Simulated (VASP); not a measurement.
# Ti (Im-3m) in VASP: further runs

Runs on Ti. Level: r2SCAN. Tasks: single point.

All numbers are computed with VASP 6.6.1; they aren't measurements. Logs are shortened: lines on timing, memory, paths and dates and some standing lists are left out, and cuts for length are marked.

### 1 The cell of the first run

Symmetry: Im-3m, No. 229, cubic system. The conventional cell has a = 3.252 Å, b = 3.252 Å, c = 3.252 Å, α = 90.00°, β = 90.00°, γ = 90.00°. Ti (site symmetry m-3m) has 14 Ti at 2.82 to 3.25 Å within 3.7 Å.

### 2 Single point, r2SCAN

Input file POSCAR:

```
Ti
1.0
   -1.6258948694      1.6258948694      1.6258948694
    1.6258948694     -1.6258948694      1.6258948694
    1.6258948694      1.6258948694     -1.6258948694
Ti
1
Direct
    0.0000000000      0.0000000000      0.0000000000
```

Input file INCAR.step1:

```
SYSTEM = Ti
PREC = Accurate ; ENCUT = 520
ISMEAR = 0 ; SIGMA = 0.1
LREAL = .FALSE. ; LASPH = .TRUE.
NELM = 100 ; NBANDS = 12
GGA = PE ; ALGO = Normal
EDIFF = 1E-4 ; LWAVE = .TRUE.
LCHARG = .FALSE.
```

Input file INCAR.step2:

```
SYSTEM = Ti
PREC = Accurate ; ENCUT = 520
EDIFF = 1E-7 ; ISMEAR = 0
SIGMA = 0.1 ; LREAL = .FALSE.
LASPH = .TRUE. ; NELM = 100
ALGO = Normal ; ISIF = 2
LWAVE = .FALSE. ; LCHARG = .FALSE.
METAGGA = R2SCAN ; LMIXTAU = .TRUE.
NBANDS = 12 ; ISTART = 1
```

Input file KPOINTS:

```
regular mesh
0
G
  18 18 18
  0 0 0
```

Potentials or basis: VASP PAW PBE potentials, release 64 (Ti_sv).

Run with:

```sh
cat potpaw_PBE.64/Ti_sv/POTCAR > POTCAR
cp INCAR.step1 INCAR
mpirun -np 1 vasp_std > vasp.out
cp INCAR.step2 INCAR
mpirun -np 1 vasp_std > vasp.out
```

OUTCAR:

```text
SYSTEM = Ti
   PREC = Accurate
   ENCUT = 520
   EDIFF = 1E-7
   ISMEAR = 0
   LREAL = .FALSE.
   LASPH = .TRUE.
   NELM = 100
   ISIF = 2
   METAGGA = R2SCAN
   ISTART = 1

 ion  position               nearest neighbor table
   1  0.000  0.000  0.000-

  LATTYP: Found a body centered cubic cell.
 ALAT       =     3.2517897388

  Lattice vectors:

 A1 = (  -1.6258948694,   1.6258948694,   1.6258948694)
 A2 = (   1.6258948694,  -1.6258948694,   1.6258948694)
 A3 = (   1.6258948694,   1.6258948694,  -1.6258948694)

Analysis of symmetry for initial positions (statically):
=====================================================================
 Subroutine PRICEL returns:
 Original cell was already a primitive cell.

 Routine SETGRP: Setting up the symmetry group for a
 body centered cubic supercell.

 Subroutine GETGRP returns: Found 48 space group operations
 (whereof 48 operations were pure point group operations)
 out of a pool of 48 trial point group operations.

The static configuration has the point symmetry O_h .

Analysis of symmetry for dynamics (positions and initial velocities):
=====================================================================
 Subroutine PRICEL returns:
 Original cell was already a primitive cell.

 Routine SETGRP: Setting up the symmetry group for a
 body centered cubic supercell.

 Subroutine GETGRP returns: Found 48 space group operations
 (whereof 48 operations were pure point group operations)
 out of a pool of 48 trial point group operations.

The dynamic configuration has the point symmetry O_h .

 Subroutine INISYM returns: Found 48 space group operations
 (whereof 48 operations are pure point group operations),
 and found     1 'primitive' translations

----------------------------------------------------------------------------------------

                                     Primitive cell

  volume of cell :      17.1924

  direct lattice vectors                    reciprocal lattice vectors
    -1.625894869  1.625894869  1.625894869     0.000000000  0.307522958  0.307522958
     1.625894869 -1.625894869  1.625894869     0.307522958  0.000000000  0.307522958
     1.625894869  1.625894869 -1.625894869     0.307522958  0.307522958  0.000000000

  length of vectors
     2.816132522  2.816132522  2.816132522     0.434903138  0.434903138  0.434903138

  position of ions in fractional coordinates (direct lattice)
     0.000000000  0.000000000  0.000000000

  ion indices of the primitive-cell ions
   primitive index   ion index
                 1           1

----------------------------------------------------------------------------------------

 KPOINTS: regular mesh

Automatic generation of k-mesh.
 Grid dimensions read from file:
 generate k-points for:   18   18   18

 Generating k-lattice:

  Cartesian coordinates                     Fractional coordinates (reciprocal lattice)
     0.000000000  0.017084609  0.017084609     0.055555556  0.000000000  0.000000000
     0.017084609  0.000000000  0.017084609     0.000000000  0.055555556  0.000000000
     0.017084609  0.017084609  0.000000000     0.000000000  0.000000000  0.055555556

  Length of vectors
     0.024161285  0.024161285  0.024161285

  Shift w.r.t. Gamma in fractional coordinates (k-lattice)
     0.000000000  0.000000000  0.000000000

 Subroutine IBZKPT returns following result:
 ===========================================

 Found    195 irreducible k-points:

 Following reciprocal coordinates:
            Coordinates               Weight
  0.000000  0.000000  0.000000      1.000000
  0.055556  0.000000  0.000000     12.000000
  0.111111  0.000000  0.000000     12.000000
  0.166667  0.000000  0.000000     12.000000
  0.222222  0.000000  0.000000     12.000000
  0.277778  0.000000  0.000000     12.000000
[... 16 lines left out ...]
  0.333333  0.111111  0.000000     48.000000
  0.388889  0.111111  0.000000     48.000000
 [... further k-points ...]
   k-points           NKPTS =    195   k-points in BZ     NKDIM =    195   number of bands    NBANDS=     12
   number of dos      NEDOS =    301   number of ions     NIONS =      1
   total plane-waves  NPLWV =  13824
   dimension x,y,z NGX =    24 NGY =   24 NGZ =   24
   dimension x,y,z NGXF=    48 NGYF=   48 NGZF=   48
   ions per type =               1
   NGX,Y,Z   is equivalent  to a cutoff of  14.17, 14.17, 14.17 a.u.
   NGXF,Y,Z  is equivalent  to a cutoff of  28.34, 28.34, 28.34 a.u.
 SYSTEM =  Ti
   PREC   = accura    normal or accurate (medium, high low for compatibility)
   ISTART =      1    job   : 0-new  1-cont  2-samecut
   ICHARG =      0    charge: 1-file 2-atom 10-const
   ISPIN  =      1    spin polarized calculation?
   LNONCOLLINEAR =      F non collinear calculations
   LSORBIT =      F    spin-orbit coupling
   LASPH  =      T    aspherical Exc in radial PAW
   ENCUT  =  520.0 eV  38.22 Ry    6.18 a.u.   5.24  5.24  5.24*2*pi/ulx,y,z
   NELM   =    100;   NELMIN=  2; NELMDL=  0     # of ELM steps
   EDIFF  = 0.1E-06   stopping-criterion for ELM
   LREAL  =      F    real-space projection
   EDIFFG = 0.1E-05   stopping-criterion for IOM
   NSW    =      0    number of steps for IOM
   IBRION =     -1    ionic relax: 0-MD 1-quasi-New 2-CG
   NFREE  =      0    steps in history (QN), initial steepest desc. (CG)
   ISIF   =      2    stress and relaxation
   ISYM   =      2    0-nonsym 1-usesym 2-fastsym
   POTIM  = 0.5000    time-step for ionic-motion
   TEBEG  =    0.0;   TEEND  =   0.0 temperature during run
   PSTRESS=    0.0 pullay stress
   NELECT =      12.0000    total number of electrons
   NUPDOWN=      -1.0000    fix difference up-down
   EMIN   =  10.00;   EMAX   =-10.00  energy-range for DOS
   EFERMI =   0.00;   METHOD = LEGACY
   ISMEAR =     0;   SIGMA  =   0.10  broadening in eV -4-tet -1-fermi 0-gaus
   EFERMI_NEDOS =   21; number of points for ismear=-14 and -15
   IALGO  =     38    algorithm
   IMIX   =      4    mixing-type and parameters
     AMIX     =   0.40;   BMIX     =  1.00
     AMIX_MAG =   1.60;   BMIX_MAG =  1.00
  volume/ion in A,a.u.               =      17.19       116.02
  Fermi-wavevector in a.u.,A,eV,Ry     =   1.452188  2.744237 28.692639  2.108849
  Thomas-Fermi vector in A             =   2.569599
   LORBIT       =      0    0 simple, 1 ext, 2 COOP (PROOUT), +10 PAW based schemes
   METAGGA = R2SCAN    functional components
   LHFCALC =     F    Hartree Fock is set to
   AEXX    =    0.0000 exact exchange contribution
   IVDW    =     0    specifies the selected vdW correction
   LEPSILON=     F    determine dielectric tensor
   LRPA    =     F    only Hartree local field effects (RPA)
 non-spin polarized calculation
 Gauss-broadening in eV      SIGMA  =   0.10
  energy-cutoff  :      520.00
  volume of cell :       17.19
 maximum number of plane-waves:       476
 NGX is ok and might be reduce to    24
   NGX = 11   NGY = 11   NGZ = 11

 number of electron      11.9999996 magnetization

 Free energy of the ion-electron system (eV)
  ---------------------------------------------------
  ext. energy  EPLUGINS =         0.00000000
  ---------------------------------------------------
  free energy    TOTEN  =       -12.81937916 eV

  energy without entropy =      -12.80951464  energy(sigma->0) =      -12.81444690

 E-fermi :   8.2314     XC(G=0): -12.4515

 val. band max:        8.2298619618   @ k =  -0.3889   0.3889   0.1111
 cond. band min:       8.2366619792   @ k =   0.3333   0.1667   0.0556
 fundamental gap:      0.0068000174
 Fermi energy:         8.2313851548

 k-point     1 :       0.0000    0.0000    0.0000
  band No.  band energies     occupation
      1     -50.6582      2.00000
      2     -25.4499      2.00000
      3     -25.4499      2.00000
      4     -25.4498      2.00000
      5       1.8680      2.00000
      6       9.3818      0.00000
      7       9.3818      0.00000
      8       9.3818      0.00000
      9      11.1844      0.00000
     10      11.1844      0.00000
     11      26.3908      0.00000
     12      26.3908      0.00000

 k-point     2 :       0.0556    0.0000    0.0000
  band No.  band energies     occupation
      1     -50.6539      2.00000
      2     -25.4724      2.00000
      3     -25.4566      2.00000
      4     -25.4500      2.00000
      5       1.9790      2.00000
      6       9.3291      0.00000
      7       9.3660      0.00000
      8       9.4617      0.00000
      9      11.1219      0.00000
     10      11.1872      0.00000
     11      26.2113      0.00000
     12      26.3804      0.00000

 k-point     3 :       0.1111    0.0000    0.0000
  band No.  band energies     occupation
      1     -50.6416      2.00000
      2     -25.5373      2.00000
      3     -25.4762      2.00000
      4     -25.4505      2.00000
      5       2.3043      2.00000
      6       9.1807      0.00000
      7       9.2973      0.00000
      8       9.6966      0.00000
      9      10.9805      0.00000
     10      11.1978      0.00000
     11      25.6542      0.00000
     12      26.2601      0.00000

 k-point     4 :       0.1667    0.0000    0.0000
  band No.  band energies     occupation
      1     -50.6228      2.00000
      2     -25.6356      2.00000
      3     -25.5061      2.00000
      4     -25.4513      2.00000
      5       2.8201      2.00000
      6       8.9622      0.00000
      7       9.1310      0.00000
      8      10.0724      0.00000
      9      10.8675      0.00000
     10      11.2216      0.00000
     11      24.6921      0.00000
     12      25.8444      0.00000

 k-point     5 :       0.2222    0.0000    0.0000
  band No.  band energies     occupation
      1     -50.5995      2.00000
      2     -25.7545      2.00000
      3     -25.5425      2.00000
      4     -25.4522      2.00000
      5       3.4816      2.00000
      6       8.7073      0.00000
      7       8.8723      0.00000
      8      10.5639      0.00000
      9      10.8582      0.00000
     10      11.2637      0.00000
     11      23.3721      0.00000
     12      25.1106      0.00000
[... 228 lines left out ...]
      1     -50.5671      2.00000
      2     -25.8955      2.00000
      3     -25.5882      2.00000
      4     -25.4807      2.00000
      5       4.4828      2.00000
      6       8.3555      0.07922
      7       8.4895      0.00026
      8      10.7731      0.00000
      9      11.4079      0.00000
     10      11.4977      0.00000
     11      21.9304      0.00000
     12      23.5346      0.00000

 k-point    22 :       0.2778    0.1111    0.0000
  band No.  band energies     occupation
      1     -50.5451      2.00000
      2     -25.9933      2.00000
      3     -25.6317      2.00000
      4     -25.4830      2.00000
      5       5.1568      2.00000
      6       8.1427      1.79015
      7       8.3510      0.09067
      8      10.9052      0.00000
      9      11.5280      0.00000
     10      12.0621      0.00000
     11      20.3692      0.00000
     12      22.8319      0.00000

 k-point    23 :       0.3333    0.1111    0.0000
  band No.  band energies     occupation
      1     -50.5271      2.00000
      2     -26.0717      2.00000
      3     -25.6676      2.00000
      4     -25.4846      2.00000
      5       5.6300      2.00000
      6       8.0112      1.99816
      7       8.4077      0.01263
      8      11.0407      0.00000
      9      11.5961      0.00000
     10      12.6405      0.00000
     11      18.9395      0.00000
     12      22.2674      0.00000

 k-point    24 :       0.3889    0.1111    0.0000
  band No.  band energies     occupation
      1     -50.5153      2.00000
      2     -26.1224      2.00000
      3     -25.6912      2.00000
      4     -25.4856      2.00000
      5       5.8448      2.00000
      6       7.9258      1.99998
      7       8.6387      0.00000
      8      11.1168      0.00000
      9      11.6770      0.00000
     10      13.0860      0.00000
     11      17.8725      0.00000
     12      21.8973      0.00000

 [... further k-points ...]
[... 5 lines left out ...]
  --------------------------------------------------------------------------------------
  -------------------------------------------------------------------------------------
  Total        0.0448427      0.0448427      0.0448427     -0.0000000      0.0000000      0.0000000
  in kB        4.1789327      4.1789327      4.1789327     -0.0000000      0.0000000      0.0000000
  external PRESSURE =       4.1789327 kB  Pullay stress =       0.0000000 kB

 VOLUME and BASIS-vectors are now :
 -----------------------------------------------------------------------------
  energy-cutoff  :      520.00
  volume of cell :       17.19
      direct lattice vectors                 reciprocal lattice vectors
    -1.625894869  1.625894869  1.625894869     0.000000000  0.307522958  0.307522958
     1.625894869 -1.625894869  1.625894869     0.307522958  0.000000000  0.307522958
     1.625894869  1.625894869 -1.625894869     0.307522958  0.307522958  0.000000000

 POSITION                                       TOTAL-FORCE (eV/Angst)
 -----------------------------------------------------------------------------------
      0.00000      0.00000      0.00000         0.000000      0.000000     -0.000000
 -----------------------------------------------------------------------------------
    total drift:                                0.000000      0.000000      0.000000

  FREE ENERGIE OF THE ION-ELECTRON SYSTEM (eV)
  ---------------------------------------------------
  free  energy   TOTEN  =       -12.8193791636 eV

  energy  without entropy=      -12.8095146424  energy(sigma->0) =      -12.81444690
```

It took 2.5 min on 1 thread of Intel Xeon Platinum 8259CL at 2.50GHz (Skylake/Cascade Lake), shared host; peak memory 0.17 GiB.

What came out:

```
Free energy            : -12.8194 eV
Pressure               : 0.4 GPa
Band gap on the k mesh : zero (band 6 reaches 9.38 eV, above the bottom of band 7 at 7.54 eV)
```

Levels at points of the mesh, in eV from the Fermi level:
```tsv
k point	band 4	band 5	band 6	band 7	band 8	band 9
(0.00, 0.00, 0.00)	-33.68	-6.36	1.15	1.15	1.15	2.95
(0.50, 0.00, 0.00)	-33.69	-2.61	-0.34	0.99	2.96	3.32
(0.50, 0.50, 0.50)	-34.17	-2.31	-2.31	4.17	4.17	4.17
```

Caveat: the PAW data sets were made with another functional, which shifts forces and pressure a little.

[end of part 1 of 2]
